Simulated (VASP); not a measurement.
Write the native input for VASP 6.6.1 that does the following.

- Task: single point
- Functional: PBE
- Potentials or basis: VASP PAW PBE potentials, release 64 (Rb_sv)
- Cutoff: 500 eV
- k mesh: 7 × 7 × 7
- Occupations: fermi-dirac, width 0.05 eV
- Spin: no spin polarisation
- Dipole correction: no
- Further INCAR settings: ALGO = Normal; EDIFF = 1e-06; NBANDS = 10

The structure of Rb lies in POSCAR:

```
Rb
1.0
   -2.7741899836      2.7741899836      2.7741899836
    2.7741899836     -2.7741899836      2.7741899836
    2.7741899836      2.7741899836     -2.7741899836
Rb
1
Direct
    0.0000000000      0.0000000000      0.0000000000
```

The input as run:

INCAR

```
PREC     = Accurate       # precision mode
ENCUT    = 500            # plane-wave cutoff, eV
EDIFF    = 1E-6           # SCF threshold, eV
ISMEAR   = -1             # smearing method
SIGMA    = 0.05           # smearing width, eV
LREAL    = False          # projectors in reciprocal space
LASPH    = True           # aspherical terms in the spheres
NELM     = 120            # most SCF steps
ALGO     = Normal         # electronic algorithm
ISIF     = 2              # what is computed and relaxed
LWAVE    = False          # write WAVECAR
LCHARG   = False          # write CHGCAR
GGA      = PE             # functional
NBANDS   = 10             # bands
GGA_COMPAT= False
```

KPOINTS

```
Automatic mesh
0
Gamma
  7 7 7
```

Potentials or basis: VASP PAW PBE potentials, release 64 (Rb_sv).

Command:

```sh
$ cat potpaw_PBE.64/Rb_sv/POTCAR > POTCAR
$ mpirun -np 1 vasp_std > vasp.out
```

Results of the run:

```
Pressure : 0.2 GPa
```

Run time: 9.3 s on 1 thread of Intel(R) Xeon(R) Platinum 8375C CPU @ 2.90GHz (Ice Lake) (shared host), peak memory 0.19 GiB.
